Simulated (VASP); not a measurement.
Set up this calculation in VASP 6.6.1, as the native input.

```
Task                   : single point
Functional             : r2SCAN
Potentials or basis    : VASP PAW PBE potentials, release 64 (Mg_sv, O)
Cutoff                 : 920 eV
k mesh                 : 9 × 9 × 8
Occupations            : gaussian, width 0.05 eV
Spin                   : no spin polarisation
Dipole correction      : no
Further INCAR settings : ALGO = Normal; EDIFF = 1e-06; NBANDS = 15
```

Crystal: MgO.

```
Mg O
1.0
     3.04820    0.00000    0.00000
    -1.52410    2.63982    0.00000
     0.00000    0.00000    2.67968
Mg O
1 1
Direct
  0.00000 0.00000 0.00000
  0.33333 0.66667 0.50000
```

This cell differs from its parent crystal: strain +0.0375 x Voigt [1, 1, 0, 0, 0, 0].

One way to write it, as run:

POSCAR

```
MgO
1.0
    3.0481966873      0.0000000000      0.0000000000
   -1.5240983436      2.6398157669      0.0000000000
    0.0000000000      0.0000000000      2.6796800000
Mg O
1 1
Direct
    0.0000000000      0.0000000000      0.0000000000
    0.3333333333      0.6666666667      0.5000000000
```

INCAR.step1

```
SYSTEM = MgO
PREC = Accurate ; ENCUT = 920
ISMEAR = 0 ; SIGMA = 0.05
LREAL = .False. ; LASPH = .True.
NELM = 120 ; NBANDS = 15
GGA = PE ; ALGO = Normal
EDIFF = 1E-5 ; LWAVE = .True.
LCHARG = .False. ; GGA_COMPAT = .False.
```

INCAR.step2

```
SYSTEM = MgO
PREC = Accurate ; ENCUT = 920
EDIFF = 1E-6 ; ISMEAR = 0
SIGMA = 0.05 ; LREAL = .False.
LASPH = .True. ; NELM = 120
ALGO = Normal ; ISIF = 2
LWAVE = .False. ; LCHARG = .False.
METAGGA = R2SCAN ; LMIXTAU = .True.
NBANDS = 15 ; ISTART = 1
GGA_COMPAT = .False.
```

KPOINTS

```
Automatic mesh
0
Gamma
  9 9 8
  0 0 0
```

Potentials or basis: VASP PAW PBE potentials, release 64 (Mg_sv, O).

Launch:

```console
$ cat potpaw_PBE.64/Mg_sv/POTCAR potpaw_PBE.64/O/POTCAR > POTCAR
$ cp INCAR.step1 INCAR
$ mpirun -np 1 vasp_std > vasp.out
$ cp INCAR.step2 INCAR
$ mpirun -np 1 vasp_std > vasp.out
```

It gave:

The pressure is -12.5 GPa and the band gap on the k mesh is 3.03 eV (least direct gap 3.35 eV).

Caveat: the cell differs from its parent crystal (strain +0.0375 x Voigt [1, 1, 0, 0, 0, 0]); the stress differs along the axes, from -18 to -2 GPa; the PAW data sets were made with another functional, which shifts forces and pressure a little.

It took 2.4 min on 1 thread of Intel(R) Xeon(R) Platinum 8259CL CPU @ 2.50GHz (Skylake/Cascade Lake), on a shared host, peak memory 0.19 GiB.
